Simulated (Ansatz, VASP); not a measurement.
**AlN in VASP and in Ansatz**

File INCAR:

```
PREC = Accurate ; ENCUT = 520
EDIFF = 1E-8 ; ISMEAR = -1
SIGMA = 0.02 ; LREAL = False
LASPH = True ; NELM = 60
ALGO = Normal ; ISIF = 2
LWAVE = False ; LCHARG = False
GGA = PS ; LEFG = True
NBANDS = 16
```

File KPOINTS:

```
regular mesh
0
Gamma
  11 11 6
```

Contents of POSCAR:

```
AlN
1.0
    3.1005973844      0.0000000000      0.0000000000
   -1.5502986922      2.6851961018      0.0000000000
    0.0000000000      0.0000000000      4.9613510462
Al N
2 2
Direct
    0.3333333333      0.6666666667      0.0000000000
    0.6666666667      0.3333333333      0.5000000000
    0.3333333333      0.6666666667      0.3850000000
    0.6666666667      0.3333333333      0.8850000000
```

Input for Ansatz:

```yaml
crystal:
  lattice:
    - [3.1005973844, 0.0, 0.0]
    - [-1.5502986922, 2.6851961018, 0.0]
    - [0.0, 0.0, 4.9613510462]
  atoms:
    - { symbol: Al, position: [0.3333333333, 0.6666666667, 0.0] }
    - { symbol: Al, position: [0.6666666667, 0.3333333333, 0.5] }
    - { symbol: "N", position: [0.3333333333, 0.6666666667, 0.385] }
    - { symbol: "N", position: [0.6666666667, 0.3333333333, 0.885] }
kpoints:
  mp_grid: { grid: [11, 11, 6] }
scf:
  occupations: { method: fermi_dirac, width: 0.02 }
hamiltonian:
  xc: pbesol
  pseudopotentials: { kind: all_electron, datasets: crystal }
output:
  forces: true
  stress: true
  eigenvalues: true
  efg: { contact_densities: true }
```

Change from the starting cell: volume scaled by 0.99, crystal datasets.

Alike in both runs: task electric field gradients; functional PBEsol; k mesh 11 × 11 × 6; occupations fermi-dirac, width 0.02 eV; no spin polarisation.

|  | VASP | Ansatz |
| --- | --- | --- |
| version | VASP 6.6.1 | Ansatz 0.2.0 |
| potentials or method | VASP PAW PBE potentials, release 64 (Al, N), cutoff 520 eV | all-electron PAW with datasets made for the crystal, scalar-relativistic |

Ansatz gave:

```
gap on the k mesh at the Fermi level (eV)                     : 4.17
pressure (GPa)                                                : 2.5
traceless stress, the component that is largest in VASP (GPa) : -1.47
rms of the force components (eV/Å)                            : 0.103
size of Vzz on the site where it differs most (V/Å²)          : 8.3
```

Question: Which values does VASP return?

Answer: gap on the k mesh at the Fermi level (eV): 4.18; pressure (GPa): 2.6; traceless stress, the component that is largest in VASP (GPa): -1.51; rms of the force components (eV/Å): 0.103; size of Vzz on the site where it differs most (V/Å²): 8.6.

VASP's potentials were made for PBE, not for PBEsol. Atom by atom the forces differ by 0.000 eV/Å (rms over components). Ansatz ran all-electron here, and VASP with PAW potentials.
